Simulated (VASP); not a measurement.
# Mg3CdSe4 in VASP: notebook

The runs below take Mg3CdSe4 through single point, with PBE.

Program: VASP 6.6.1. These are calculated values, not measurements. Logs are shortened: lines on timing, memory, paths and dates and some standing lists are left out, and cuts for length are marked.

### 1 The cell of the first run

The structure is tetragonal, space group P-4m2 (No. 115). The conventional cell has a = 4.284 Å, b = 4.284 Å, c = 12.037 Å, α = 90.00°, β = 90.00°, γ = 90.00°. Mg (site symmetry 2mm) has 4 Se at 2.60 Å within 3.4 Å. Within 3.4 Å of Mg (site symmetry -4m2) lie 4 Se at 2.60 Å. Within 3.5 Å of Cd (site symmetry -4m2) lie 4 Se at 2.67 Å. Within 3.4 Å of Se (site symmetry 2mm) lie 4 Mg at 2.60 Å. Se (site symmetry 2mm) has 2 Mg at 2.60 Å and 2 Cd at 2.67 Å within 3.4 Å.

### 2 Single point, PBE

The input, INCAR:

```
SYSTEM = Mg3CdSe4
PREC = Accurate
ENCUT = 520
EDIFF = 1E-6
ISMEAR = 0
SIGMA = 0.1
LREAL = .False.
LASPH = .True.
NELM = 60
ALGO = Normal
ISIF = 2
LWAVE = .False.
LCHARG = .False.
GGA = PE
NBANDS = 31
```

The input, KPOINTS:

```
Automatic mesh
0
Gamma
  4 4 1
  0 0 0
```

The input, POSCAR:

```
Mg3CdSe4
1.0
    4.2840619631      0.0000000000      0.0000000000
    0.0000000000      4.2840619631      0.0000000000
    0.0000000000      0.0000000000     12.0372593064
Mg Cd Se
3 1 4
Direct
    1.0000000000      0.0000000000      0.7546136049
    0.5000000000      0.5000000000      0.0000000000
    1.0000000000      0.0000000000      0.2453863951
    0.5000000000      0.5000000000      0.5000000000
    0.5000000000      0.0000000000      0.1226959202
    0.0000000000      0.5000000000      0.3670790743
    0.5000000000      0.0000000000      0.6329209257
    0.0000000000      0.5000000000      0.8773040798
```

Potentials or basis: VASP PAW PBE potentials, release 64 (Mg, Cd, Se).

Run with:

```
$ cat potpaw_PBE.64/Mg/POTCAR potpaw_PBE.64/Cd/POTCAR potpaw_PBE.64/Se/POTCAR > POTCAR
$ mpirun -np 1 vasp_std > vasp.out
```

OUTCAR:

```text
SYSTEM = Mg3CdSe4
   PREC = Accurate
   ENCUT = 520
   EDIFF = 1E-6
   ISMEAR = 0
   LREAL = .False.
   LASPH = .True.
   NELM = 60
   ISIF = 2
   GGA = PE

 ion  position               nearest neighbor table
   1  0.000  0.000  0.755-   7 2.60   7 2.60   8 2.60   8 2.60
   2  0.500  0.500  0.000-   5 2.60   8 2.60   5 2.60   8 2.60
   3  0.000  0.000  0.245-   6 2.60   6 2.60   5 2.60   5 2.60
   4  0.500  0.500  0.500-   6 2.67   7 2.67   7 2.67   6 2.67
   5  0.500  0.000  0.123-   3 2.60   3 2.60   2 2.60   2 2.60
   6  0.000  0.500  0.367-   3 2.60   3 2.60   4 2.67   4 2.67
   7  0.500  0.000  0.633-   1 2.60   1 2.60   4 2.67   4 2.67
   8  0.000  0.500  0.877-   1 2.60   1 2.60   2 2.60   2 2.60

  LATTYP: Found a simple tetragonal cell.
 ALAT       =     4.2840619631
 C/A-ratio  =     2.8097771251

  Lattice vectors:

 A1 = (   4.2840619631,   0.0000000000,   0.0000000000)
 A2 = (   0.0000000000,   4.2840619631,   0.0000000000)
 A3 = (   0.0000000000,   0.0000000000,  12.0372593064)

Analysis of symmetry for initial positions (statically):
=====================================================================
 Subroutine PRICEL returns:
 Original cell was already a primitive cell.

 Routine SETGRP: Setting up the symmetry group for a
 simple tetragonal supercell.

 Subroutine GETGRP returns: Found  8 space group operations
 (whereof  8 operations were pure point group operations)
 out of a pool of 16 trial point group operations.

The static configuration has the point symmetry D_2d.

Analysis of symmetry for dynamics (positions and initial velocities):
=====================================================================
 Subroutine PRICEL returns:
 Original cell was already a primitive cell.

 Routine SETGRP: Setting up the symmetry group for a
 simple tetragonal supercell.

 Subroutine GETGRP returns: Found  8 space group operations
 (whereof  8 operations were pure point group operations)
 out of a pool of 16 trial point group operations.

The dynamic configuration has the point symmetry D_2d.

 Subroutine INISYM returns: Found  8 space group operations
 (whereof  8 operations are pure point group operations),
 and found     1 'primitive' translations

----------------------------------------------------------------------------------------

                                     Primitive cell

  volume of cell :     220.9221

  direct lattice vectors                    reciprocal lattice vectors
     4.284061963  0.000000000  0.000000000     0.233423328  0.000000000  0.000000000
     0.000000000  4.284061963  0.000000000     0.000000000  0.233423328  0.000000000
     0.000000000  0.000000000 12.037259306     0.000000000  0.000000000  0.083075389

  length of vectors
     4.284061963  4.284061963 12.037259306     0.233423328  0.233423328  0.083075389

  position of ions in fractional coordinates (direct lattice)
     0.000000000  0.000000000  0.754613605
     0.500000000  0.500000000  0.000000000
     0.000000000  0.000000000  0.245386395
     0.500000000  0.500000000  0.500000000
     0.500000000  0.000000000  0.122695920
     0.000000000  0.500000000  0.367079074
     0.500000000  0.000000000  0.632920926
     0.000000000  0.500000000  0.877304080

  ion indices of the primitive-cell ions
   primitive index   ion index
                 1           1
                 2           2
                 3           3
                 4           4
                 5           5
                 6           6
                 7           7
                 8           8

----------------------------------------------------------------------------------------

 KPOINTS: Automatic mesh

Automatic generation of k-mesh.
 Grid dimensions read from file:
 generate k-points for:    4    4    1

 Generating k-lattice:

  Cartesian coordinates                     Fractional coordinates (reciprocal lattice)
     0.058355832  0.000000000  0.000000000     0.250000000  0.000000000  0.000000000
     0.000000000  0.058355832  0.000000000     0.000000000  0.250000000  0.000000000
     0.000000000  0.000000000  0.083075389     0.000000000  0.000000000  1.000000000

  Length of vectors
     0.058355832  0.058355832  0.083075389

  Shift w.r.t. Gamma in fractional coordinates (k-lattice)
     0.000000000  0.000000000  0.000000000

 Subroutine IBZKPT returns following result:
 ===========================================

 Found      6 irreducible k-points:

 Following reciprocal coordinates:
            Coordinates               Weight
  0.000000  0.000000  0.000000      1.000000
  0.250000  0.000000  0.000000      4.000000
  0.500000  0.000000  0.000000      2.000000
  0.250000  0.250000  0.000000      4.000000
  0.500000  0.250000  0.000000      4.000000
  0.500000  0.500000  0.000000      1.000000
   k-points           NKPTS =      6   k-points in BZ     NKDIM =      6   number of bands    NBANDS=     31
   number of dos      NEDOS =    301   number of ions     NIONS =      8
   total plane-waves  NPLWV =  92160
   dimension x,y,z NGX =    32 NGY =   32 NGZ =   90
   dimension x,y,z NGXF=    64 NGYF=   64 NGZF=  180
   ions per type =               3   1   4
   NGX,Y,Z   is equivalent  to a cutoff of  12.42, 12.42, 12.43 a.u.
   NGXF,Y,Z  is equivalent  to a cutoff of  24.84, 24.84, 24.86 a.u.
 SYSTEM =  Mg3CdSe4
   PREC   = accura    normal or accurate (medium, high low for compatibility)
   ISTART =      0    job   : 0-new  1-cont  2-samecut
   ICHARG =      2    charge: 1-file 2-atom 10-const
   ISPIN  =      1    spin polarized calculation?
   LNONCOLLINEAR =      F non collinear calculations
   LSORBIT =      F    spin-orbit coupling
   LASPH  =      T    aspherical Exc in radial PAW
   ENCUT  =  520.0 eV  38.22 Ry    6.18 a.u.   7.97  7.97 22.38*2*pi/ulx,y,z
   NELM   =     60;   NELMIN=  2; NELMDL= -5     # of ELM steps
   EDIFF  = 0.1E-05   stopping-criterion for ELM
   LREAL  =      F    real-space projection
   EDIFFG = 0.1E-04   stopping-criterion for IOM
   NSW    =      0    number of steps for IOM
[... 5 lines left out ...]
   TEBEG  =    0.0;   TEEND  =   0.0 temperature during run
   PSTRESS=    0.0 pullay stress
   NELECT =      42.0000    total number of electrons
   NUPDOWN=      -1.0000    fix difference up-down
   EMIN   =  10.00;   EMAX   =-10.00  energy-range for DOS
   EFERMI =   0.00;   METHOD = LEGACY
   ISMEAR =     0;   SIGMA  =   0.10  broadening in eV -4-tet -1-fermi 0-gaus
   EFERMI_NEDOS =   21; number of points for ismear=-14 and -15
   IALGO  =     38    algorithm
   IMIX   =      4    mixing-type and parameters
     AMIX     =   0.40;   BMIX     =  1.00
     AMIX_MAG =   1.60;   BMIX_MAG =  1.00
  volume/ion in A,a.u.               =      27.62       186.36
  Fermi-wavevector in a.u.,A,eV,Ry     =   0.941336  1.778868 12.056318  0.886114
  Thomas-Fermi vector in A             =   2.068837
   LORBIT       =      0    0 simple, 1 ext, 2 COOP (PROOUT), +10 PAW based schemes
   GGA     = PE    functional components
   LHFCALC =     F    Hartree Fock is set to
   AEXX    =    0.0000 exact exchange contribution
   IVDW    =     0    specifies the selected vdW correction
   LEPSILON=     F    determine dielectric tensor
   LRPA    =     F    only Hartree local field effects (RPA)
 non-spin polarized calculation
 Gauss-broadening in eV      SIGMA  =   0.10
  energy-cutoff  :      520.00
  volume of cell :      220.92
 maximum number of plane-waves:      5976
 NGX is ok and might be reduce to    32
   NGX = 15   NGY = 15   NGZ = 45

 number of electron      41.9999989 magnetization

 Free energy of the ion-electron system (eV)
  ---------------------------------------------------
  ext. energy  EPLUGINS =         0.00000000
  ---------------------------------------------------
  free energy    TOTEN  =       -28.00131708 eV

  energy without entropy =      -28.00131708  energy(sigma->0) =      -28.00131708

 E-fermi :   1.0741     XC(G=0):  -8.2394

 val. band max:        0.6097205163   @ k =   0.0000   0.0000   0.0000
 cond. band min:       2.4710315886   @ k =   0.0000   0.0000   0.0000
 fundamental gap:      1.8613110723
 Fermi energy:         1.0741256163

 k-point     1 :       0.0000    0.0000    0.0000
  band No.  band energies     occupation
      1     -11.1975      2.00000
      2     -10.9457      2.00000
      3     -10.8525      2.00000
      4     -10.5232      2.00000
      5      -6.6770      2.00000
      6      -6.6770      2.00000
[... 23 lines left out ...]
     30       7.2695      0.00000
     31       7.3043      0.00000

 k-point     2 :       0.2500    0.0000    0.0000
  band No.  band energies     occupation
      1     -11.0466      2.00000
      2     -10.8668      2.00000
      3     -10.7690      2.00000
      4     -10.5292      2.00000
      5      -6.6702      2.00000
      6      -6.6452      2.00000
[... 23 lines left out ...]
     30       7.5032      0.00000
     31       7.5772      0.00000

 k-point     3 :       0.5000    0.0000    0.0000
  band No.  band energies     occupation
      1     -10.8300      2.00000
      2     -10.8012      2.00000
      3     -10.6300      2.00000
      4     -10.6300      2.00000
      5      -6.6631      2.00000
      6      -6.5989      2.00000
[... 23 lines left out ...]
     30       7.2831      0.00000
     31       7.3503      0.00000

 k-point     4 :       0.2500    0.2500    0.0000
  band No.  band energies     occupation
      1     -10.9205      2.00000
      2     -10.7952      2.00000
      3     -10.6848      2.00000
      4     -10.5073      2.00000
      5      -6.6439      2.00000
      6      -6.5861      2.00000
[... 23 lines left out ...]
     30       7.4941      0.00000
     31       7.6300      0.00000

 k-point     5 :       0.5000    0.2500    0.0000
  band No.  band energies     occupation
      1     -10.7551      2.00000
      2     -10.7392      2.00000
      3     -10.5485      2.00000
      4     -10.5485      2.00000
      5      -6.6122      2.00000
      6      -6.5270      2.00000
[... 23 lines left out ...]
     30       7.8614      0.00000
     31       7.8669      0.00000

 k-point     6 :       0.5000    0.5000    0.0000
  band No.  band energies     occupation
      1     -10.6765      2.00000
      2     -10.6765      2.00000
      3     -10.4625      2.00000
      4     -10.4625      2.00000
      5      -6.5646      2.00000
      6      -6.5376      2.00000
[... 23 lines left out ...]
     30       7.7207      0.00000
     31       7.7207      0.00000

------------------------ aborting loop because EDIFF is reached ----------------------------------------

  FORCE on cell =-STRESS in cart. coord.  units (eV):
  Direction    XX          YY          ZZ          XY          YZ          ZX
  --------------------------------------------------------------------------------------
  -------------------------------------------------------------------------------------
  Total        0.1203042      0.1203042     -0.0674487      0.0000000      0.0000000      0.0000000
  in kB        0.8724737      0.8724737     -0.4891533      0.0000000      0.0000000      0.0000000
  external PRESSURE =       0.4185980 kB  Pullay stress =       0.0000000 kB

 VOLUME and BASIS-vectors are now :
 -----------------------------------------------------------------------------
  energy-cutoff  :      520.00
  volume of cell :      220.92
      direct lattice vectors                 reciprocal lattice vectors
     4.284061963  0.000000000  0.000000000     0.233423328  0.000000000  0.000000000
     0.000000000  4.284061963  0.000000000     0.000000000  0.233423328  0.000000000
     0.000000000  0.000000000 12.037259306     0.000000000  0.000000000  0.083075389

 POSITION                                       TOTAL-FORCE (eV/Angst)
 -----------------------------------------------------------------------------------
      0.00000      0.00000      9.08348         0.000000      0.000000     -0.004225
      2.14203      2.14203      0.00000         0.000000     -0.000000      0.000000
      0.00000      0.00000      2.95378         0.000000      0.000000      0.004225
      2.14203      2.14203      6.01863         0.000000      0.000000      0.000000
      2.14203      0.00000      1.47692        -0.000000      0.000000      0.000093
      0.00000      2.14203      4.41863         0.000000      0.000000     -0.049265
      2.14203      0.00000      7.61863         0.000000      0.000000      0.049265
      0.00000      2.14203     10.56034         0.000000      0.000000     -0.000093
 -----------------------------------------------------------------------------------
    total drift:                                0.000000      0.000000      0.000000

  FREE ENERGIE OF THE ION-ELECTRON SYSTEM (eV)
  ---------------------------------------------------
  free  energy   TOTEN  =       -28.0013170839 eV

  energy  without entropy=      -28.0013170839  energy(sigma->0) =      -28.00131708
```

Run time: 26 s. Hardware: 1 thread of Intel Xeon 6975P-C (Granite Rapids), shared host; peak memory 0.31 GiB.

Results:

| Property | Result |
| --- | --- |
| Free energy | -28.0013 eV |
| Pressure | 0.0 GPa |
| Largest force | 0.049 eV/Å |
| Band gap on the k mesh | 1.86 eV |

Forces on the atoms (eV/Å):
```
Mg   0.000  0.000 -0.004
Mg   0.000  0.000  0.000
Mg   0.000  0.000  0.004
Cd   0.000  0.000  0.000
Se   0.000  0.000  0.000
Se   0.000  0.000 -0.049
Se   0.000  0.000  0.049
Se   0.000  0.000  0.000
```

Stress tensor (GPa, compression positive):
```
 0.09  0.00  0.00
 0.00  0.09  0.00
 0.00  0.00 -0.05
```

Caveat: the k points lie up to 0.52 Å⁻¹ apart.

[end of part 1 of 2]
